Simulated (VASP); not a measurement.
# Fe3Co2 (P6_3/mmc) in VASP: a series of runs, part 2 of 2

VASP 6.6.1.

## Step 3: Relaxation of cell and atoms, PBE, collinear spin, ferrimagnetic start

Contents of INCAR:

```
SYSTEM = Fe3Co2
ALGO     = Fast           ! electronic algorithm
EDIFF    = 1E-6           ! SCF threshold, eV
EDIFFG   = -0.04          ! ionic threshold
ENCUT    = 600            ! plane-wave cutoff, eV
GGA      = PE             ! functional
IBRION   = 2              ! ionic algorithm
ISIF     = 3              ! what is computed and relaxed
ISMEAR   = 0              ! smearing method
ISPIN    = 2              ! spin polarisation
LASPH    = .TRUE.         ! aspherical terms in the spheres
LCHARG   = .FALSE.        ! write CHGCAR
LMAXMIX  = 4              ! l up to which the mixer works
LORBIT   = 11             ! projections on sites
LREAL    = .FALSE.        ! projectors in reciprocal space
LWAVE    = .FALSE.        ! write WAVECAR
MAGMOM   = 4 4 -4 -4 4 4 -3 3 3 -3 ! initial moments
NELM     = 150            ! most SCF steps
NSW      = 90             ! ionic steps
PREC     = Accurate       ! precision mode
SIGMA    = 0.1            ! smearing width, eV
```

Contents of KPOINTS:

```
k-points
0
G
  6 6 1
  0 0 0
```

Contents of POSCAR:

```
Fe3Co2
1.0
    2.4999107200      0.0000000000      0.0000000000
   -1.2499553600      2.1649861900      0.0000000000
    0.0000000000      0.0000000000     20.2930307900
Fe Co
6 4
Direct
    0.3333333300      0.6666666700      0.2500000000
    0.3333333300      0.6666666700      0.6500000000
    0.3333333300      0.6666666700      0.8500000000
    0.6666666700      0.3333333300      0.1500000000
    0.6666666700      0.3333333300      0.3500000000
    0.6666666700      0.3333333300      0.7500000000
    0.3333333300      0.6666666700      0.0500000000
    0.3333333300      0.6666666700      0.4500000000
    0.6666666700      0.3333333300      0.5500000000
    0.6666666700      0.3333333300      0.9500000000
```

Potentials or basis: VASP PAW PBE potentials, release 64 (Fe, Co).

Launch:

```bash
cat potpaw_PBE.64/Fe/POTCAR potpaw_PBE.64/Co/POTCAR > POTCAR
mpirun -np 1 vasp_std > vasp.out
```

OUTCAR:

```text
SYSTEM = Fe3Co2
   EDIFF = 1E-6
   EDIFFG = -0.04
   ENCUT = 600
   GGA = PE
   IBRION = 2
   ISIF = 3
   ISMEAR = 0
   ISPIN = 2
   LASPH = .TRUE.
   LORBIT = 11
   LREAL = .FALSE.
   NELM = 150
   NSW = 90
   PREC = Accurate

 ion  position               nearest neighbor table
   1  0.333  0.667  0.250-   4 2.49   5 2.49   4 2.49   5 2.49   4 2.49   5 2.49
   2  0.333  0.667  0.650-   6 2.49   9 2.49   6 2.49   9 2.49   6 2.49   9 2.49
   3  0.333  0.667  0.850-   6 2.49  10 2.49   6 2.49  10 2.49   6 2.49  10 2.49
   4  0.667  0.333  0.150-   1 2.49   7 2.49   1 2.49   7 2.49   1 2.49   7 2.49
   5  0.667  0.333  0.350-   1 2.49   8 2.49   1 2.49   8 2.49   1 2.49   8 2.49
   6  0.667  0.333  0.750-   2 2.49   3 2.49   2 2.49   3 2.49   2 2.49   3 2.49
   7  0.333  0.667  0.050-  10 2.49   4 2.49  10 2.49   4 2.49  10 2.49   4 2.49
[... 847 lines left out ...]

 k-point     1 :       0.0000    0.0000    0.0000
  band No.  band energies     occupation
      1      -0.9611      1.00000
      2      -0.6319      1.00000
      3      -0.4796      1.00000
      4       0.5077      1.00000
      5       0.5968      1.00000
      6       1.9635      1.00000
[... 425 lines left out ...]
  FREE ENERGIE OF THE ION-ELECTRON SYSTEM (eV)
  ---------------------------------------------------
  free  energy   TOTEN  =       -76.8744255686 eV

  energy  without entropy=      -76.8224543453  energy(sigma->0) =      -76.84843996

 reached required accuracy - stopping structural energy minimisation

 total charge

# of ion       s       p       d       tot
------------------------------------------
    1        0.508   0.558   6.258   7.324
    2        0.490   0.524   6.229   7.243
    3        0.514   0.576   6.283   7.373
    4        0.514   0.576   6.283   7.373
    5        0.490   0.524   6.229   7.243
    6        0.508   0.558   6.258   7.324
    7        0.493   0.528   7.272   8.292
    8        0.488   0.519   7.261   8.267
    9        0.488   0.519   7.261   8.267
   10        0.493   0.528   7.272   8.292
--------------------------------------------------
tot          4.983   5.410  66.605  76.998

 magnetization (x)

# of ion       s       p       d       tot
------------------------------------------
    1        0.001  -0.017   1.792   1.775
    2       -0.008  -0.042   2.405   2.355
    3       -0.002   0.011  -1.625  -1.616
    4       -0.002   0.011  -1.625  -1.616
    5       -0.008  -0.042   2.405   2.355
    6        0.001  -0.017   1.792   1.775
    7        0.013   0.051  -1.574  -1.510
    8       -0.018  -0.054   1.723   1.651
    9       -0.018  -0.054   1.723   1.651
   10        0.013   0.051  -1.574  -1.510
--------------------------------------------------
tot         -0.029  -0.100   5.441   5.312
```

CONTCAR:

```text
Fe3Co2
   1.00000000000000
     2.4801332200306816    0.0000000000000000    0.0000000000000000
    -1.2400666100153408    2.1478583726203095   -0.0000000000000000
     0.0000000000000000    0.0000000000000000   20.7008709438598828
  Fe              Co
     6     4
Direct
     0.3333333300000021    0.6666666699999979    0.2438562596889330
     0.3333333300000021    0.6666666699999979    0.6511330705947261
     0.3333333300000021    0.6666666699999979    0.8525540247645835
     0.6666666699999979    0.3333333300000021    0.1474459752354163
     0.6666666699999979    0.3333333300000021    0.3488669294052739
     0.6666666699999979    0.3333333300000021    0.7561437403110671
     0.3333333300000021    0.6666666699999979    0.0494309527213426
     0.3333333300000021    0.6666666699999979    0.4514895486949864
     0.6666666699999979    0.3333333300000021    0.5485104513050135
     0.6666666699999979    0.3333333300000021    0.9505690472786573

  0.00000000E+00  0.00000000E+00  0.00000000E+00
  0.00000000E+00  0.00000000E+00  0.00000000E+00
  0.00000000E+00  0.00000000E+00  0.00000000E+00
  0.00000000E+00  0.00000000E+00  0.00000000E+00
  0.00000000E+00  0.00000000E+00  0.00000000E+00
  0.00000000E+00  0.00000000E+00  0.00000000E+00
  0.00000000E+00  0.00000000E+00  0.00000000E+00
  0.00000000E+00  0.00000000E+00  0.00000000E+00
  0.00000000E+00  0.00000000E+00  0.00000000E+00
  0.00000000E+00  0.00000000E+00  0.00000000E+00
```

Wall time 19 min (1 thread of Intel Xeon 6975P-C (Granite Rapids), shared host); peak memory 0.33 GiB.

Results:

```
Free energy                                           : -76.8744 eV
Relaxed volume                                        : 11.03 Å³/atom
Relaxed cell                                          : a = 2.480 Å, b = 2.480 Å, c = 20.701 Å, α = 90.00°, β = 90.00°, γ = 120.00°
Space group after relaxing (to 0.1 Å)                 : P-3m1 (No. 164)
Energy gained by relaxing                             : 15.5 meV/atom
Ionic steps                                           : 13
Pressure after relaxing                               : 0.0 GPa
Largest force after relaxing                          : 0.034 eV/Å
Net moment                                            : 5.33 μB per cell
Site moments                                          : Fe +1.77, +2.35, -1.62 (each value once); Co -1.51, +1.65 (each value once) μB
Valence electrons inside the program's atomic spheres : Fe 7.32, 7.24, 7.37 (each value once); Co 8.29, 8.27 (each value once)
```

Forces on the atoms (eV/Å):
```
Fe   0.000  0.000  0.012
Fe   0.000  0.000  0.034
Fe   0.000  0.000  0.001
Fe   0.000  0.000 -0.001
Fe   0.000  0.000 -0.034
Fe   0.000  0.000 -0.012
Co   0.000  0.000  0.007
Co   0.000  0.000  0.006
Co   0.000  0.000 -0.006
Co   0.000  0.000 -0.007
```

Step by step:
```csv
step,energy change (eV),largest force (eV/Å),pressure (GPa),volume (Å³)
1,0.0000,0.9296,0.40,109.83
2,-0.1190,0.3016,-0.12,110.25
3,-0.1219,0.2901,-0.17,110.31
4,-0.1219,0.2884,-0.17,110.32
5,-0.1340,0.1757,0.15,110.16
6,-0.1361,0.1550,0.34,110.07
7,-0.1422,0.1099,-0.21,110.44
8,-0.1454,0.0932,-1.11,111.07
9,-0.1485,0.0771,-0.78,110.83
10,-0.1519,0.0980,0.09,110.25
11,-0.1529,0.0844,0.05,110.25
12,-0.1547,0.0446,-0.03,110.27
13,-0.1548,0.0340,-0.02,110.27
```

Final structure:
```
CELL_PARAMETERS angstrom
2.48013 0.00000 0.00000
-1.24007 2.14786 0.00000
0.00000 0.00000 20.70087
ATOMIC_POSITIONS crystal
Fe 0.33333 0.66667 0.24386
Fe 0.33333 0.66667 0.65113
Fe 0.33333 0.66667 0.85255
Fe 0.66667 0.33333 0.14745
Fe 0.66667 0.33333 0.34887
Fe 0.66667 0.33333 0.75614
Co 0.33333 0.66667 0.04943
Co 0.33333 0.66667 0.45149
Co 0.66667 0.33333 0.54851
Co 0.66667 0.33333 0.95057
```

Levels at points of the mesh, in eV from the Fermi level:
Spin up:
| k point | band 41 | band 42 | band 43 | band 44 | band 45 | band 46 | band 47 | band 48 | band 49 | band 50 |
| --- | --- | --- | --- | --- | --- | --- | --- | --- | --- | --- |
| (0.00, 0.00, 0.00) | -0.96 | -0.88 | -0.88 | -0.80 | -0.80 | -0.76 | -0.76 | -0.42 | -0.42 | -0.39 |
| (0.50, 0.00, 0.00) | 0.06 | 0.09 | 0.52 | 0.54 | 0.95 | 1.28 | 1.29 | 1.30 | 1.32 | 1.36 |
Spin down:
```csv
k point,band 36,band 37,band 38,band 39,band 40,band 41,band 42,band 43,band 44,band 45
"(0.00, 0.00, 0.00)",-0.81,-0.81,-0.77,-0.77,-0.24,-0.24,-0.24,-0.23,-0.23,-0.05
"(0.50, 0.00, 0.00)",0.20,0.20,0.25,0.59,0.79,0.81,0.89,1.27,1.36,1.36
```

Caveat: the k points lie up to 0.49 Å⁻¹ apart in the final cell.
